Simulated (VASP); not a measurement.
A run of VASP 6.6.1:

The input INCAR:

```
PREC = Accurate
ENCUT = 600
EDIFF = 1E-6
ISMEAR = -1
SIGMA = 0.08
LREAL = F
LASPH = T
NELM = 120
ALGO = Normal
ISIF = 2
LWAVE = F
LCHARG = F
GGA = PE
NBANDS = 15
GGA_COMPAT = F
```

Contents of KPOINTS:

```
Automatic mesh
0
Gamma
  16 16 16
```

POSCAR

```
TaN
1.0
    0.0000000000      2.1002032915      2.1002032915
    2.1002032915      0.0000000000      2.1002032915
    2.1002032915      2.1002032915      0.0000000000
Ta N
1 1
Direct
    0.0000000000      0.0000000000      0.0000000000
    0.5000000000      0.5000000000      0.5000000000
```

Potentials or basis: VASP PAW PBE potentials, release 64 (Ta_pv, N).

Launch:

```console
$ cat potpaw_PBE.64/Ta_pv/POTCAR potpaw_PBE.64/N/POTCAR > POTCAR
$ mpirun -np 1 vasp_std > vasp.out
```

Hardware: 1 thread of Intel Xeon 8259CL (shared host).

Task: Estimate the wall time of this run.

Result: It took 57 s on 1 thread of Intel Xeon 8259CL (shared host), peak memory 0.18 GiB. Counts: scf iterations 13, k points 145.
